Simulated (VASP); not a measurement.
Wanted: the native input for a VASP 6.6.1 run.

* Task: single point
* Functional: PBE
* Dispersion: D3(BJ)
* Potentials or basis: VASP PAW PBE potentials, release 64 (Fe, O)
* Cutoff: 520 eV
* k mesh: 11 × 11 × 11
* Occupations: fermi-dirac, width 0.05 eV
* Spin: collinear spin, ferromagnetic start
* Starting moments: [3.0, 0.0] μB
* Dipole correction: no
* Further INCAR settings: ALGO = Normal; EDIFF = 1e-07; NBANDS = 18

The structure of FeO lies in POSCAR:

```
FeO
1.0
    0.0000000000      2.1418732419      2.1418732419
    2.1418732419      0.0000000000      2.1418732419
    2.1418732419      2.1418732419      0.0000000000
Fe O
1 1
Direct
    0.0000000000      0.0000000000      0.0000000000
    0.5000000000      0.5000000000      0.5000000000
```

The input as run:

INCAR

```
PREC = Accurate
ENCUT = 520
EDIFF = 1E-7
ISMEAR = -1
SIGMA = 0.05
LREAL = False
LASPH = True
NELM = 150
ALGO = Normal
ISIF = 2
LWAVE = False
LCHARG = True
ISPIN = 2
MAGMOM = 3 0
LORBIT = 11
LMAXMIX = 4
GGA = PE
IVDW = 12
LELF = True
LVHAR = True
NBANDS = 18
```

KPOINTS

```
regular mesh
0
Gamma
  11 11 11
```

Potentials or basis: VASP PAW PBE potentials, release 64 (Fe, O).

Command:

```bash
$ cat potpaw_PBE.64/Fe/POTCAR potpaw_PBE.64/O/POTCAR > POTCAR
$ mpirun -np 1 vasp_std > vasp.out
```

It gave:

| Item | Value |
| --- | --- |
| Pressure | 0.2 GPa |
| Band gap on the k mesh | zero (filled and empty bands overlap) |
| Net moment | 4.00 μB per cell |
| Site moments | Fe +3.62; O +0.30 μB |
| Valence electrons inside the program's atomic spheres | Fe 6.76; O 5.00 |
| Dispersion energy per atom | -0.203 eV |

Caveat: a cell with one magnetic atom can't hold antiferromagnetic order, which such compounds often take; semilocal functionals often make such compounds metallic where correlation or magnetic order opens a gap, which also shifts bond lengths.

Wall time 55 s on 1 thread of Intel Xeon 8259CL (shared host), peak memory 0.18 GiB.
